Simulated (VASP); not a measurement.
Sb:

```
Sb
1.0
     3.14308    0.00000    0.00000
     0.00000    4.37631    0.00000
    -0.03917    0.00000    4.43503
Sb
2
Direct
  0.01139 0.25000 0.24117
  0.98861 0.75000 0.75883
```

Base run:

```yaml
Program: VASP 6.6.1
Functional: PBE
Potentials_or_basis: VASP PAW PBE potentials, release 64 (Sb)
Cutoff: 520 eV
k_mesh: 9 × 6 × 6
Occupations: fermi-dirac, width 0.05 eV
Spin: no spin polarisation
```

Its results: band gap on the k mesh zero (bands 5 and 6 overlap by 8.14 eV); pressure -0.6 GPa; largest force 0.038 eV/Å.

**Question.** The run is repeated on the same cell with these changes: functional from PBE to PBEsol. What comes out?

**Answer.** Band gap on the k mesh zero (bands 5 and 6 overlap by 8.14 eV); pressure -3.1 GPa; largest force 0.035 eV/Å.

PBEsol binds more tightly than PBE, so the same cell stands under less pressure.

Caveats: spin-orbit coupling is left out, which moves the levels of the heavy elements; the cell stands under tension (at least some runs); the PAW data sets were made with another functional, which shifts forces and pressure a little (at least some runs).
